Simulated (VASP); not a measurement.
# P in VASP: a series of runs

The runs below take P through single point, relaxation of cell and atoms, with PBE.

All numbers are computed with VASP 6.6.1; they aren't measurements. Logs are shortened: lines on timing, memory, paths and dates and some standing lists are left out, and cuts for length are marked.

## 1. The cell of the first run

It takes space group Pm-3m (No. 221, cubic). Conventional cell: a = 2.443 Å, b = 2.443 Å, c = 2.443 Å, α = 90.00°, β = 90.00°, γ = 90.00°. P (site symmetry m-3m) has 6 P at 2.44 Å within 3.2 Å.

This isn't the form of P at room conditions, which is orthorhombic.

## 2. Single point, PBE

INCAR

```
PREC     = Accurate       # precision mode
ENCUT    = 520            # plane-wave cutoff, eV
EDIFF    = 1E-6           # SCF threshold, eV
ISMEAR   = 0              # smearing method
SIGMA    = 0.1            # smearing width, eV
LREAL    = False          # projectors in reciprocal space
LASPH    = True           # aspherical terms in the spheres
NELM     = 60             # most SCF steps
ALGO     = Normal         # electronic algorithm
ISIF     = 2              # what is computed and relaxed
LWAVE    = False          # write WAVECAR
LCHARG   = True           # write CHGCAR
GGA      = PE             # functional
LELF     = True           # ELF
LVHAR    = True         
NBANDS   = 8              # bands
```

KPOINTS

```
Automatic mesh
0
Gamma
  8 8 8
```

POSCAR

```
P
1.0
    2.4431317604      0.0000000000      0.0000000000
    0.0000000000      2.4431317604      0.0000000000
    0.0000000000      0.0000000000      2.4431317604
P
1
Direct
    0.5000000000      0.5000000000      0.5000000000
```

Potentials or basis: VASP PAW PBE potentials, release 64 (P).

The run is started by

```bash
$ cat potpaw_PBE.64/P/POTCAR > POTCAR
$ mpirun -np 1 vasp_std > vasp.out
```

OUTCAR:

```text
PREC = Accurate
   ENCUT = 520
   EDIFF = 1E-6
   ISMEAR = 0
   LREAL = False
   LASPH = True
   NELM = 60
   ISIF = 2
   GGA = PE

 ion  position               nearest neighbor table
   1  0.500  0.500  0.500-

  LATTYP: Found a simple cubic cell.
 ALAT       =     2.4431317604

  Lattice vectors:

 A1 = (   2.4431317604,   0.0000000000,   0.0000000000)
 A2 = (   0.0000000000,   2.4431317604,   0.0000000000)
 A3 = (   0.0000000000,   0.0000000000,   2.4431317604)

Analysis of symmetry for initial positions (statically):
=====================================================================
 Subroutine PRICEL returns:
 Original cell was already a primitive cell.

 Routine SETGRP: Setting up the symmetry group for a
 simple cubic supercell.

 Subroutine GETGRP returns: Found 48 space group operations
 (whereof 48 operations were pure point group operations)
 out of a pool of 48 trial point group operations.

The static configuration has the point symmetry O_h .

Analysis of symmetry for dynamics (positions and initial velocities):
=====================================================================
 Subroutine PRICEL returns:
 Original cell was already a primitive cell.

 Routine SETGRP: Setting up the symmetry group for a
 simple cubic supercell.

 Subroutine GETGRP returns: Found 48 space group operations
 (whereof 48 operations were pure point group operations)
 out of a pool of 48 trial point group operations.

The dynamic configuration has the point symmetry O_h .

 Subroutine INISYM returns: Found 48 space group operations
 (whereof 48 operations are pure point group operations),
 and found     1 'primitive' translations

----------------------------------------------------------------------------------------

                                     Primitive cell

  volume of cell :      14.5828

  direct lattice vectors                    reciprocal lattice vectors
     2.443131760  0.000000000  0.000000000     0.409310712  0.000000000  0.000000000
     0.000000000  2.443131760  0.000000000     0.000000000  0.409310712  0.000000000
     0.000000000  0.000000000  2.443131760     0.000000000  0.000000000  0.409310712

  length of vectors
     2.443131760  2.443131760  2.443131760     0.409310712  0.409310712  0.409310712

  position of ions in fractional coordinates (direct lattice)
     0.500000000  0.500000000  0.500000000

  ion indices of the primitive-cell ions
   primitive index   ion index
                 1           1

----------------------------------------------------------------------------------------

 KPOINTS: Automatic mesh

Automatic generation of k-mesh.
 Grid dimensions read from file:
 generate k-points for:    8    8    8

 Generating k-lattice:

  Cartesian coordinates                     Fractional coordinates (reciprocal lattice)
     0.051163839  0.000000000  0.000000000     0.125000000  0.000000000  0.000000000
     0.000000000  0.051163839  0.000000000     0.000000000  0.125000000  0.000000000
     0.000000000  0.000000000  0.051163839     0.000000000  0.000000000  0.125000000

  Length of vectors
     0.051163839  0.051163839  0.051163839

  Shift w.r.t. Gamma in fractional coordinates (k-lattice)
     0.000000000  0.000000000  0.000000000

 Subroutine IBZKPT returns following result:
 ===========================================

 Found     35 irreducible k-points:

 Following reciprocal coordinates:
            Coordinates               Weight
  0.000000  0.000000  0.000000      1.000000
  0.125000  0.000000  0.000000      6.000000
  0.250000  0.000000  0.000000      6.000000
  0.375000  0.000000  0.000000      6.000000
  0.500000  0.000000  0.000000      3.000000
  0.125000  0.125000  0.000000     12.000000
[... 16 lines left out ...]
  0.375000  0.375000  0.125000     24.000000
  0.500000  0.375000  0.125000     24.000000
 [... further k-points ...]
   k-points           NKPTS =     35   k-points in BZ     NKDIM =     35   number of bands    NBANDS=      8
   number of dos      NEDOS =    301   number of ions     NIONS =      1
   total plane-waves  NPLWV =   5832
   dimension x,y,z NGX =    18 NGY =   18 NGZ =   18
   dimension x,y,z NGXF=    36 NGYF=   36 NGZF=   36
   ions per type =               1
   NGX,Y,Z   is equivalent  to a cutoff of  12.25, 12.25, 12.25 a.u.
   NGXF,Y,Z  is equivalent  to a cutoff of  24.50, 24.50, 24.50 a.u.
 SYSTEM =  unknown system
   PREC   = accura    normal or accurate (medium, high low for compatibility)
   ISTART =      0    job   : 0-new  1-cont  2-samecut
   ICHARG =      2    charge: 1-file 2-atom 10-const
   ISPIN  =      1    spin polarized calculation?
   LNONCOLLINEAR =      F non collinear calculations
   LSORBIT =      F    spin-orbit coupling
   LASPH  =      T    aspherical Exc in radial PAW
   ENCUT  =  520.0 eV  38.22 Ry    6.18 a.u.   4.54  4.54  4.54*2*pi/ulx,y,z
   NELM   =     60;   NELMIN=  2; NELMDL= -5     # of ELM steps
   EDIFF  = 0.1E-05   stopping-criterion for ELM
   LREAL  =      F    real-space projection
   EDIFFG = 0.1E-04   stopping-criterion for IOM
   NSW    =      0    number of steps for IOM
   IBRION =     -1    ionic relax: 0-MD 1-quasi-New 2-CG
   NFREE  =      0    steps in history (QN), initial steepest desc. (CG)
   ISIF   =      2    stress and relaxation
   ISYM   =      2    0-nonsym 1-usesym 2-fastsym
   POTIM  = 0.5000    time-step for ionic-motion
   TEBEG  =    0.0;   TEEND  =   0.0 temperature during run
   PSTRESS=    0.0 pullay stress
   NELECT =       5.0000    total number of electrons
   NUPDOWN=      -1.0000    fix difference up-down
   EMIN   =  10.00;   EMAX   =-10.00  energy-range for DOS
   EFERMI =   0.00;   METHOD = LEGACY
   ISMEAR =     0;   SIGMA  =   0.10  broadening in eV -4-tet -1-fermi 0-gaus
   EFERMI_NEDOS =   21; number of points for ismear=-14 and -15
   IALGO  =     38    algorithm
   IMIX   =      4    mixing-type and parameters
     AMIX     =   0.40;   BMIX     =  1.00
     AMIX_MAG =   1.60;   BMIX_MAG =  1.00
  volume/ion in A,a.u.               =      14.58        98.41
  Fermi-wavevector in a.u.,A,eV,Ry     =   1.145824  2.165294 17.863263  1.312913
  Thomas-Fermi vector in A             =   2.282511
   LORBIT       =      0    0 simple, 1 ext, 2 COOP (PROOUT), +10 PAW based schemes
   GGA     = PE    functional components
   LHFCALC =     F    Hartree Fock is set to
   AEXX    =    0.0000 exact exchange contribution
   IVDW    =     0    specifies the selected vdW correction
   LEPSILON=     F    determine dielectric tensor
   LRPA    =     F    only Hartree local field effects (RPA)
 non-spin polarized calculation
 Gauss-broadening in eV      SIGMA  =   0.10
  energy-cutoff  :      520.00
  volume of cell :       14.58
 maximum number of plane-waves:       413
   NGX =  9   NGY =  9   NGZ =  9

 number of electron       4.9999999 magnetization

 Free energy of the ion-electron system (eV)
  ---------------------------------------------------
  ext. energy  EPLUGINS =         0.00000000
  ---------------------------------------------------
  free energy    TOTEN  =        -5.24364539 eV

  energy without entropy =       -5.23715719  energy(sigma->0) =       -5.24040129

 E-fermi :   9.5160     XC(G=0): -11.2758

 val. band max:        9.4852742863   @ k =   0.3750   0.2500   0.1250
 cond. band min:      10.0705380611   @ k =   0.5000   0.2500   0.0000
 fundamental gap:      0.5852637749
 Fermi energy:         9.5159674690

 k-point     1 :       0.0000    0.0000    0.0000
  band No.  band energies     occupation
      1      -6.8678      2.00000
      2      14.6264      0.00000
      3      14.6264      0.00000
      4      14.6264      0.00000
      5      16.4247      0.00000
      6      16.4247      0.00000
      7      23.8773      0.00000
      8      34.0211      0.00000

 k-point     2 :       0.1250    0.0000    0.0000
  band No.  band energies     occupation
      1      -6.5125      2.00000
      2      10.8041      0.00000
      3      14.9045      0.00000
      4      14.9045      0.00000
      5      16.7049      0.00000
      6      19.7322      0.00000
      7      25.1611      0.00000
      8      31.7902      0.00000

 k-point     3 :       0.2500    0.0000    0.0000
  band No.  band energies     occupation
      1      -5.4668      2.00000
      2       6.5413      2.00000
      3      15.6966      0.00000
      4      15.6966      0.00000
      5      17.4786      0.00000
      6      22.3005      0.00000
      7      28.2171      0.00000
      8      28.2171      0.00000

 k-point     4 :       0.3750    0.0000    0.0000
  band No.  band energies     occupation
      1      -3.8444      2.00000
      2       2.9272      2.00000
      3      16.7912      0.00000
      4      16.7912      0.00000
      5      18.4646      0.00000
      6      24.4392      0.00000
      7      25.2617      0.00000
      8      25.2617      0.00000

 k-point     5 :       0.5000    0.0000    0.0000
  band No.  band energies     occupation
      1      -2.5555      2.00000
      2       0.9672      2.00000
      3      17.4376      0.00000
      4      17.4376      0.00000
      5      18.9800      0.00000
      6      23.9773      0.00000
      7      23.9773      0.00000
      8      26.3284      0.00000
[... 177 lines left out ...]
 k-point    22 :       0.5000    0.2500    0.1250
  band No.  band energies     occupation
      1      -0.7847      2.00000
      2       2.5272      2.00000
      3      10.2658      0.00000
      4      15.8958      0.00000
      5      15.9746      0.00000
      6      21.3548      0.00000
      7      26.6556      0.00000
      8      27.7060      0.00000

 k-point    23 :       0.3750    0.3750    0.1250
  band No.  band energies     occupation
      1      -0.4603      2.00000
      2       5.3542      2.00000
      3       6.4593      2.00000
      4      14.0118      0.00000
      5      16.3040      0.00000
      6      23.9021      0.00000
      7      23.9471      0.00000
      8      27.8139      0.00000

 k-point    24 :       0.5000    0.3750    0.1250
  band No.  band energies     occupation
      1       0.9057      2.00000
      2       3.8371      2.00000
      3       6.8341      2.00000
      4      12.5123      0.00000
      5      17.0078      0.00000
      6      22.5470      0.00000
      7      24.5924      0.00000
      8      28.5693      0.00000

 [... further k-points ...]
[... 5 lines left out ...]
  --------------------------------------------------------------------------------------
  -------------------------------------------------------------------------------------
  Total       -0.0126666     -0.0126666     -0.0126666     -0.0000000     -0.0000000      0.0000000
  in kB       -1.3916449     -1.3916449     -1.3916449     -0.0000000     -0.0000000      0.0000000
  external PRESSURE =      -1.3916449 kB  Pullay stress =       0.0000000 kB

 VOLUME and BASIS-vectors are now :
 -----------------------------------------------------------------------------
  energy-cutoff  :      520.00
  volume of cell :       14.58
      direct lattice vectors                 reciprocal lattice vectors
     2.443131760  0.000000000  0.000000000     0.409310712  0.000000000  0.000000000
     0.000000000  2.443131760  0.000000000     0.000000000  0.409310712  0.000000000
     0.000000000  0.000000000  2.443131760     0.000000000  0.000000000  0.409310712

 POSITION                                       TOTAL-FORCE (eV/Angst)
 -----------------------------------------------------------------------------------
      1.22157      1.22157      1.22157         0.000000      0.000000      0.000000
 -----------------------------------------------------------------------------------
    total drift:                               -0.000000      0.000000      0.000000

  FREE ENERGIE OF THE ION-ELECTRON SYSTEM (eV)
  ---------------------------------------------------
  free  energy   TOTEN  =        -5.2436453938 eV

  energy  without entropy=       -5.2371571856  energy(sigma->0) =       -5.24040129
```

Run time: 2.8 s. Hardware: 1 thread of Intel Xeon Platinum 8259CL at 2.50GHz (Skylake/Cascade Lake), shared host; peak memory 0.11 GiB.

Results:

| Item | Value |
| --- | --- |
| Free energy | -5.2436 eV |
| Pressure | -0.1 GPa |
| Band gap on the k mesh | zero (an odd number of electrons rules out a gap without spin polarisation) |

Levels at points of the mesh, in eV from the Fermi level:
```
           k point  band 1  band 2  band 3  band 4  band 5  band 6
(0.00, 0.00, 0.00)  -16.38    5.11    5.11    5.11    6.91    6.91
(0.50, 0.00, 0.00)  -12.07   -8.55    7.92    7.92    9.46   14.46
(0.50, 0.50, 0.00)   -7.40   -5.16   -5.16    1.11   10.52   16.99
(0.50, 0.50, 0.50)   -2.08   -2.08   -2.08   -1.58    4.79    4.79
```

## 3. Single point, PBE

INCAR

```
SYSTEM = P
PREC = Accurate
ENCUT = 520
EDIFF = 1E-6
ISMEAR = 0
SIGMA = 0.1
LREAL = .False.
LASPH = .True.
NELM = 60
ALGO = Normal
ISIF = 2
LWAVE = .False.
LCHARG = .False.
GGA = PE
NBANDS = 8
```

KPOINTS

```
regular mesh
0
Gamma
  22 22 22
  0 0 0
```

POSCAR

```
P
1.0
    2.4444771697      0.0000000000      0.0000000000
    0.0000000000      2.4444771697      0.0000000000
    0.0000000000      0.0000000000      2.4444771697
P
1
Direct
    0.5000000000      0.5000000000      0.5000000000
```

Potentials or basis: VASP PAW PBE potentials, release 64 (P).

The run is started by

```bash
$ cat potpaw_PBE.64/P/POTCAR > POTCAR
$ mpirun -np 1 vasp_std > vasp.out
```

Wall time 20 s (1 thread of Intel Xeon Platinum 8259CL at 2.50GHz (Skylake/Cascade Lake), shared host); peak memory 0.14 GiB.

Results (log left out):

```
Free energy            : -5.2756 eV
Pressure               : -0.3 GPa
Band gap on the k mesh : zero (an odd number of electrons rules out a gap without spin polarisation)
```

Levels at points of the mesh, in eV from the Fermi level:
| k point | band 1 | band 2 | band 3 | band 4 | band 5 | band 6 | band 7 |
| --- | --- | --- | --- | --- | --- | --- | --- |
| (0.00, 0.00, 0.00) | -16.43 | 5.04 | 5.04 | 5.04 | 6.85 | 6.85 | 14.28 |
| (0.50, 0.00, 0.00) | -12.13 | -8.60 | 7.84 | 7.84 | 9.40 | 14.39 | 14.39 |
| (0.50, 0.50, 0.00) | -7.46 | -5.22 | -5.22 | 1.05 | 10.44 | 16.91 | 16.91 |
| (0.50, 0.50, 0.50) | -2.14 | -2.14 | -2.14 | -1.66 | 4.73 | 4.73 | 4.73 |

## 4. Relaxation of cell and atoms, PBE

INCAR

```
  PREC = Accurate
  ENCUT = 600
  EDIFF = 1E-6
  ISMEAR = 0
  SIGMA = 0.1
  LREAL = F
  LASPH = T
  NELM = 100
  ALGO = Normal
  ISIF = 3
  LWAVE = F
  LCHARG = F
  GGA = PE
  IBRION = 2
  NSW = 100
  EDIFFG = -0.01
```

KPOINTS

```
regular mesh
0
Gamma
  22 22 22
```

POSCAR

```
P
1.0
    2.4431317604      0.0000000000      0.0000000000
    0.0000000000      2.4431317604      0.0000000000
    0.0000000000      0.0000000000      2.4431317604
P
1
Direct
    0.5000000000      0.5000000000      0.5000000000
```

The run is started by

```bash
$ cat potpaw_PBE.64/P/POTCAR > POTCAR
$ mpirun -np 1 vasp_std > vasp.out
```

Wall time 25 s (1 thread of Intel Xeon Platinum 8259CL at 2.50GHz (Skylake/Cascade Lake), shared host); peak memory 0.14 GiB.

Results (log left out):

```yaml
Free_energy: -5.2758 eV
Pressure_after_relaxing: -0.1 GPa
Band_gap_on_the_k_mesh: zero (an odd number of electrons rules out a gap without spin polarisation)
```

Final structure:
```
P
1.0
     2.44313    0.00000    0.00000
     0.00000    2.44313    0.00000
     0.00000    0.00000    2.44313
P
1
Direct
  0.50000 0.50000 0.50000
```

Levels at points of the mesh, in eV from the Fermi level:
```
           k point  band 1  band 2  band 3  band 4  band 5  band 6
(0.00, 0.00, 0.00)  -16.45    5.05    5.05    5.05    6.84    6.84
(0.50, 0.00, 0.00)  -12.14   -8.61    7.86    7.86    9.40   14.40
(0.50, 0.50, 0.00)   -7.46   -5.23   -5.23    1.04   10.46   16.92
(0.50, 0.50, 0.50)   -2.15   -2.15   -2.15   -1.64    4.73    4.73
```

Caveat: the relaxation stopped at its first step, so nothing moved.

(Part 1 of 2 ends here.)
